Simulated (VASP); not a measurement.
# SnTe (P6_3mc) in VASP: a series of runs

The runs below take SnTe through single point, relaxation of cell and atoms, with PBE.

All numbers are computed with VASP 6.6.1; they aren't measurements. Logs are shortened: lines on timing, memory, paths and dates and some standing lists are left out, and cuts for length are marked.

### 1 The cell of the first run

The structure is hexagonal, space group P6_3mc (No. 186). The conventional cell has a = 5.425 Å, b = 5.425 Å, c = 6.500 Å, α = 90.00°, β = 90.00°, γ = 120.00°. Within 4.1 Å of Sn (site symmetry 3m) lie 5 Te at 3.11 to 3.39 Å. Te (site symmetry 3m) has 5 Sn at 3.11 to 3.39 Å within 4.1 Å.

### 2 Single point, PBE

INCAR

```
SYSTEM = SnTe
  PREC = Accurate
  ENCUT = 520
  EDIFF = 1E-7
  ISMEAR = 0
  SIGMA = 0.02
  LREAL = .False.
  LASPH = .True.
  NELM = 60
  ALGO = Normal
  ISIF = 2
  LWAVE = .False.
  LCHARG = .False.
  GGA = PE
  NBANDS = 28
```

KPOINTS

```
Automatic mesh
0
Gamma
  5 5 4
  0 0 0
```

POSCAR

```
SnTe
1.0
    5.4250068623      0.0000000000      0.0000000000
   -2.7125034311      4.6981937584      0.0000000000
    0.0000000000      0.0000000000      6.5004501346
Sn Te
2 2
Direct
    0.3333333333      0.6666666667     -0.0515458301
    0.6666666667      0.3333333333      0.4484541699
    0.3333333333      0.6666666667      0.4265458301
    0.6666666667      0.3333333333      0.9265458301
```

Potentials or basis: VASP PAW PBE potentials, release 64 (Sn_d, Te).

Run with:

```
cat potpaw_PBE.64/Sn_d/POTCAR potpaw_PBE.64/Te/POTCAR > POTCAR
mpirun -np 1 vasp_std > vasp.out
```

OUTCAR:

```text
SYSTEM = SnTe
   PREC = Accurate
   ENCUT = 520
   EDIFF = 1E-7
   ISMEAR = 0
   LREAL = .False.
   LASPH = .True.
   NELM = 60
   ISIF = 2
   GGA = PE

 ion  position               nearest neighbor table
   1  0.333  0.667  0.948-   3 3.11   4 3.14   4 3.14   4 3.14   3 3.39
   2  0.667  0.333  0.448-   4 3.11   3 3.14   3 3.14   3 3.14   4 3.39
   3  0.333  0.667  0.427-   1 3.11   2 3.14   2 3.14   2 3.14   1 3.39
   4  0.667  0.333  0.927-   2 3.11   1 3.14   1 3.14   1 3.14   2 3.39

  LATTYP: Found a hexagonal cell.
 ALAT       =     5.4250068623
 C/A-ratio  =     1.1982381404

  Lattice vectors:

 A1 = (   5.4250068623,   0.0000000000,   0.0000000000)
 A2 = (  -2.7125034311,   4.6981937584,   0.0000000000)
 A3 = (   0.0000000000,   0.0000000000,   6.5004501346)

Analysis of symmetry for initial positions (statically):
=====================================================================
 Subroutine PRICEL returns:
 Original cell was already a primitive cell.

 Routine SETGRP: Setting up the symmetry group for a
 hexagonal supercell.

 Subroutine GETGRP returns: Found 12 space group operations
 (whereof  6 operations were pure point group operations)
 out of a pool of 24 trial point group operations.

The static configuration has the point symmetry C_3v.
 The point group associated with its full space group is C_6v.

Analysis of symmetry for dynamics (positions and initial velocities):
=====================================================================
 Subroutine PRICEL returns:
 Original cell was already a primitive cell.

 Routine SETGRP: Setting up the symmetry group for a
 hexagonal supercell.

 Subroutine GETGRP returns: Found 12 space group operations
 (whereof  6 operations were pure point group operations)
 out of a pool of 24 trial point group operations.

The dynamic configuration has the point symmetry C_3v.
 The point group associated with its full space group is C_6v.

 Subroutine INISYM returns: Found 12 space group operations
 (whereof  6 operations are pure point group operations),
 and found     1 'primitive' translations

----------------------------------------------------------------------------------------

                                     Primitive cell

  volume of cell :     165.6817

  direct lattice vectors                    reciprocal lattice vectors
     5.425006862  0.000000000  0.000000000     0.184331564  0.106423878  0.000000000
    -2.712503431  4.698193758  0.000000000     0.000000000  0.212847756  0.000000000
     0.000000000  0.000000000  6.500450135     0.000000000  0.000000000  0.153835501

  length of vectors
     5.425006862  5.425006862  6.500450135     0.212847756  0.212847756  0.153835501

  position of ions in fractional coordinates (direct lattice)
     0.333333333  0.666666667  0.948454170
     0.666666667  0.333333333  0.448454170
     0.333333333  0.666666667  0.426545830
     0.666666667  0.333333333  0.926545830

  ion indices of the primitive-cell ions
   primitive index   ion index
                 1           1
                 2           2
                 3           3
                 4           4

----------------------------------------------------------------------------------------

 KPOINTS: Automatic mesh

Automatic generation of k-mesh.
 Grid dimensions read from file:
 generate k-points for:    5    5    4

 Generating k-lattice:

  Cartesian coordinates                     Fractional coordinates (reciprocal lattice)
     0.036866313  0.021284776  0.000000000     0.200000000  0.000000000  0.000000000
     0.000000000  0.042569551  0.000000000     0.000000000  0.200000000  0.000000000
     0.000000000  0.000000000  0.038458875     0.000000000  0.000000000  0.250000000

  Length of vectors
     0.042569551  0.042569551  0.038458875

  Shift w.r.t. Gamma in fractional coordinates (k-lattice)
     0.000000000  0.000000000  0.000000000

 Subroutine IBZKPT returns following result:
 ===========================================

 Found     15 irreducible k-points:

 Following reciprocal coordinates:
            Coordinates               Weight
  0.000000  0.000000  0.000000      1.000000
  0.200000  0.000000  0.000000      6.000000
  0.400000  0.000000  0.000000      6.000000
  0.200000  0.200000  0.000000      6.000000
  0.400000  0.200000  0.000000      6.000000
  0.000000  0.000000  0.250000      2.000000
  0.200000  0.000000  0.250000     12.000000
  0.400000  0.000000  0.250000     12.000000
  0.200000  0.200000  0.250000     12.000000
  0.400000  0.200000  0.250000     12.000000
  0.000000  0.000000  0.500000      1.000000
  0.200000  0.000000  0.500000      6.000000
  0.400000  0.000000  0.500000      6.000000
  0.200000  0.200000  0.500000      6.000000
  0.400000  0.200000  0.500000      6.000000
   k-points           NKPTS =     15   k-points in BZ     NKDIM =     15   number of bands    NBANDS=     28
   number of dos      NEDOS =    301   number of ions     NIONS =      4
   total plane-waves  NPLWV =  76800
   dimension x,y,z NGX =    40 NGY =   40 NGZ =   48
   dimension x,y,z NGXF=    80 NGYF=   80 NGZF=   96
   ions per type =               2   2
   NGX,Y,Z   is equivalent  to a cutoff of  12.26, 12.26, 12.28 a.u.
   NGXF,Y,Z  is equivalent  to a cutoff of  24.52, 24.52, 24.55 a.u.
 SYSTEM =  SnTe
   PREC   = accura    normal or accurate (medium, high low for compatibility)
   ISTART =      0    job   : 0-new  1-cont  2-samecut
   ICHARG =      2    charge: 1-file 2-atom 10-const
   ISPIN  =      1    spin polarized calculation?
   LNONCOLLINEAR =      F non collinear calculations
   LSORBIT =      F    spin-orbit coupling
   LASPH  =      T    aspherical Exc in radial PAW
   ENCUT  =  520.0 eV  38.22 Ry    6.18 a.u.  10.09 10.09 12.09*2*pi/ulx,y,z
   NELM   =     60;   NELMIN=  2; NELMDL= -5     # of ELM steps
   EDIFF  = 0.1E-06   stopping-criterion for ELM
   LREAL  =      F    real-space projection
   EDIFFG = 0.1E-05   stopping-criterion for IOM
   NSW    =      0    number of steps for IOM
   IBRION =     -1    ionic relax: 0-MD 1-quasi-New 2-CG
   NFREE  =      0    steps in history (QN), initial steepest desc. (CG)
   ISIF   =      2    stress and relaxation
   ISYM   =      2    0-nonsym 1-usesym 2-fastsym
   POTIM  = 0.5000    time-step for ionic-motion
   TEBEG  =    0.0;   TEEND  =   0.0 temperature during run
   PSTRESS=    0.0 pullay stress
   NELECT =      40.0000    total number of electrons
   NUPDOWN=      -1.0000    fix difference up-down
   EMIN   =  10.00;   EMAX   =-10.00  energy-range for DOS
   EFERMI =   0.00;   METHOD = LEGACY
   ISMEAR =     0;   SIGMA  =   0.02  broadening in eV -4-tet -1-fermi 0-gaus
   EFERMI_NEDOS =   21; number of points for ismear=-14 and -15
   IALGO  =     38    algorithm
   IMIX   =      4    mixing-type and parameters
     AMIX     =   0.40;   BMIX     =  1.00
     AMIX_MAG =   1.60;   BMIX_MAG =  1.00
  volume/ion in A,a.u.               =      41.42       279.52
  Fermi-wavevector in a.u.,A,eV,Ry     =   1.019381  1.926351 14.138331  1.039138
  Thomas-Fermi vector in A             =   2.152892
   LORBIT       =      0    0 simple, 1 ext, 2 COOP (PROOUT), +10 PAW based schemes
   GGA     = PE    functional components
   LHFCALC =     F    Hartree Fock is set to
   AEXX    =    0.0000 exact exchange contribution
   IVDW    =     0    specifies the selected vdW correction
   LEPSILON=     F    determine dielectric tensor
   LRPA    =     F    only Hartree local field effects (RPA)
 non-spin polarized calculation
 Gauss-broadening in eV      SIGMA  =   0.02
  energy-cutoff  :      520.00
  volume of cell :      165.68
 maximum number of plane-waves:      4484
   NGX = 21   NGY = 21   NGZ = 25

 number of electron      40.0000011 magnetization

 Free energy of the ion-electron system (eV)
  ---------------------------------------------------
  ext. energy  EPLUGINS =         0.00000000
  ---------------------------------------------------
  free energy    TOTEN  =       -14.66376493 eV

  energy without entropy =      -14.66376493  energy(sigma->0) =      -14.66376493

 E-fermi :   4.0623     XC(G=0):  -7.9812

 val. band max:        3.9263831962   @ k =   0.4000   0.2000   0.0000
 cond. band min:       4.8059623499   @ k =   0.4000   0.2000   0.5000
 fundamental gap:      0.8795791537
 Fermi energy:         4.0623239684

 k-point     1 :       0.0000    0.0000    0.0000
  band No.  band energies     occupation
      1     -17.6274      2.00000
      2     -17.6274      2.00000
      3     -17.6272      2.00000
      4     -17.6272      2.00000
      5     -17.6225      2.00000
      6     -17.6141      2.00000
[... 20 lines left out ...]
     27       8.9115      0.00000
     28       8.9115      0.00000

 k-point     2 :       0.2000    0.0000    0.0000
  band No.  band energies     occupation
      1     -17.6291      2.00000
      2     -17.6274      2.00000
      3     -17.6273      2.00000
      4     -17.6263      2.00000
      5     -17.6200      2.00000
      6     -17.6144      2.00000
[... 20 lines left out ...]
     27       8.8235      0.00000
     28       9.3047      0.00000

 k-point     3 :       0.4000    0.0000    0.0000
  band No.  band energies     occupation
      1     -17.6305      2.00000
      2     -17.6280      2.00000
      3     -17.6268      2.00000
      4     -17.6252      2.00000
      5     -17.6167      2.00000
      6     -17.6148      2.00000
[... 20 lines left out ...]
     27       8.6121      0.00000
     28       9.0975      0.00000

 k-point     4 :       0.2000    0.2000    0.0000
  band No.  band energies     occupation
      1     -17.6299      2.00000
      2     -17.6284      2.00000
      3     -17.6268      2.00000
      4     -17.6254      2.00000
      5     -17.6174      2.00000
      6     -17.6149      2.00000
[... 20 lines left out ...]
     27       9.1303      0.00000
     28       9.4424      0.00000

 k-point     5 :       0.4000    0.2000    0.0000
  band No.  band energies     occupation
      1     -17.6302      2.00000
      2     -17.6288      2.00000
      3     -17.6269      2.00000
      4     -17.6248      2.00000
      5     -17.6154      2.00000
      6     -17.6152      2.00000
[... 20 lines left out ...]
     27       8.6723      0.00000
     28       9.3388      0.00000

 k-point     6 :       0.0000    0.0000    0.2500
  band No.  band energies     occupation
      1     -17.6276      2.00000
      2     -17.6276      2.00000
      3     -17.6275      2.00000
      4     -17.6275      2.00000
      5     -17.6208      2.00000
      6     -17.6136      2.00000
[... 184 lines left out ...]
      5     -17.6166      2.00000
      6     -17.6166      2.00000
[... 20 lines left out ...]
     27       9.9524      0.00000
     28       9.9524      0.00000

 k-point    13 :       0.4000    0.0000    0.5000
  band No.  band energies     occupation
      1     -17.6282      2.00000
      2     -17.6282      2.00000
      3     -17.6263      2.00000
      4     -17.6263      2.00000
      5     -17.6163      2.00000
      6     -17.6163      2.00000
[... 20 lines left out ...]
     27       9.9275      0.00000
     28       9.9275      0.00000

 k-point    14 :       0.2000    0.2000    0.5000
  band No.  band energies     occupation
      1     -17.6282      2.00000
      2     -17.6282      2.00000
      3     -17.6265      2.00000
      4     -17.6265      2.00000
      5     -17.6163      2.00000
      6     -17.6163      2.00000
[... 20 lines left out ...]
     27       9.9053      0.00000
     28       9.9053      0.00000

 k-point    15 :       0.4000    0.2000    0.5000
  band No.  band energies     occupation
      1     -17.6282      2.00000
      2     -17.6282      2.00000
      3     -17.6260      2.00000
      4     -17.6260      2.00000
      5     -17.6163      2.00000
      6     -17.6163      2.00000
[... 20 lines left out ...]
     27       9.0307      0.00000
     28       9.0307      0.00000

------------------------ aborting loop because EDIFF is reached ----------------------------------------

  FORCE on cell =-STRESS in cart. coord.  units (eV):
  Direction    XX          YY          ZZ          XY          YZ          ZX
  --------------------------------------------------------------------------------------
  -------------------------------------------------------------------------------------
  Total       -0.0019402     -0.0019402      0.0366923     -0.0000000      0.0000000      0.0000000
  in kB       -0.0187622     -0.0187622      0.3548221     -0.0000000      0.0000000      0.0000000
  external PRESSURE =       0.1057659 kB  Pullay stress =       0.0000000 kB

 VOLUME and BASIS-vectors are now :
 -----------------------------------------------------------------------------
  energy-cutoff  :      520.00
  volume of cell :      165.68
      direct lattice vectors                 reciprocal lattice vectors
     5.425006862  0.000000000  0.000000000     0.184331564  0.106423878  0.000000000
    -2.712503431  4.698193758  0.000000000     0.000000000  0.212847756  0.000000000
     0.000000000  0.000000000  6.500450135     0.000000000  0.000000000  0.153835501

 POSITION                                       TOTAL-FORCE (eV/Angst)
 -----------------------------------------------------------------------------------
     -0.00000      3.13213      6.16538        -0.000000      0.000000     -0.003477
      2.71250      1.56606      2.91515         0.000000     -0.000000     -0.003477
     -0.00000      3.13213      2.77274        -0.000000      0.000000      0.003477
      2.71250      1.56606      6.02296         0.000000      0.000000      0.003477
 -----------------------------------------------------------------------------------
    total drift:                               -0.000000      0.000000      0.000245

  FREE ENERGIE OF THE ION-ELECTRON SYSTEM (eV)
  ---------------------------------------------------
  free  energy   TOTEN  =       -14.6637649322 eV

  energy  without entropy=      -14.6637649322  energy(sigma->0) =      -14.66376493
```

Wall time 32 s (1 thread of Intel Xeon 6975P-C (Granite Rapids), shared host); peak memory 0.28 GiB.

Results:

```yaml
Free_energy: -14.6638 eV
Pressure: 0.0 GPa
Largest_force: 0.003 eV/Å
Band_gap_on_the_k_mesh: 0.88 eV, indirect (least direct gap 1.02 eV)
```

Forces on the atoms (eV/Å):
```
Sn   0.000  0.000 -0.003
Sn   0.000  0.000 -0.003
Te   0.000  0.000  0.003
Te   0.000  0.000  0.003
```

Caveat: spin-orbit coupling is left out, which moves the levels of the heavy elements. A k mesh can miss the band edges.

(Continued in part 2 of 2.)
